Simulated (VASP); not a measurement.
Li, 2 atoms in the cell. It takes space group Im-3m (No. 229, cubic). The conventional cell has a = 3.369 Å, b = 3.369 Å, c = 3.369 Å, α = 90.00°, β = 90.00°, γ = 90.00°. Li (site symmetry m-3m) has 14 Li at 2.92 to 3.37 Å within 3.8 Å. 

| Quantity | Value |
| --- | --- |
| Program | VASP 6.6.1 |
| Task | single point |
| Functional | LDA |
| Potentials or basis | VASP PAW LDA potentials, release 64 (Li_sv) |
| Cutoff | 520 eV |
| k mesh | 7 × 7 × 7 |
| Occupations | gaussian, width 0.1 eV |
| Spin | collinear spin, zero start |
| Starting moments | [0.0, 0.0] μB |
| Dipole correction | no |
| Further INCAR settings | ALGO = Normal; EDIFF = 1e-07; NBANDS = 14 |

Potentials or basis: VASP PAW LDA potentials, release 64 (Li_sv).

The run is started by

```sh
$ cat potpaw_LDA.64/Li_sv/POTCAR > POTCAR
$ mpirun -np 1 vasp_std > vasp.out
```

Hardware: 1 thread of Intel(R) Xeon(R) Platinum 8488C (Sapphire Rapids), on a shared host.

Task: Estimate the wall time of this run.

Result: It took 14 s on 1 thread of Intel(R) Xeon(R) Platinum 8488C (Sapphire Rapids), on a shared host, peak memory 0.14 GiB. Counts: scf iterations 10, k points 20.
